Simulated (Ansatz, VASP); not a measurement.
**Two plane-wave programs on HfC3**

```
Hf C
1.0
    -1.58623    1.58623    3.87836
     1.58623   -1.58623    3.87836
     1.58623    1.58623   -3.87836
Hf C
1 3
Cartesian
  0.0000 0.0000 0.0000
  0.0000 1.5862 1.9392
  1.5862 0.0000 1.9392
  0.0000 0.0000 3.8784
```

Change from the starting cell: species swapped into the CdHg3 type (I4/mmm, No. 139).

Alike in both runs: functional PBE; k mesh 6 × 6 × 6; occupations gaussian, width 0.1 eV; no spin polarisation.

Ansatz relaxed the structure, and its values are those at the end. VASP's run is a single point on that final structure, the one shown.

```csv
,VASP,Ansatz
version,VASP 6.6.1,Ansatz 0.2.0
potentials or method,"VASP PAW PBE potentials, release 64 (Hf_pv, C), cutoff 520 eV","scalar-relativistic, plane waves, PAW"
valence electrons in the cell,22,38
```

Ansatz gave:

```
gap on the k mesh at the Fermi level (eV) : none
pressure (GPa)                            : -0.3
```

Problem. Estimate VASP's values.

Solution. gap on the k mesh at the Fermi level (eV): none; pressure (GPa): -0.9.

A gap of «none» marks a metal or a gap that the smearing closes. VASP's potentials hold 22 valence electrons a cell and Ansatz's 38, so a difference there can come from the potentials and not from the codes.

The k mesh is coarse, so the values compare programs but aren't converged. Neither program's run includes spin-orbit coupling.
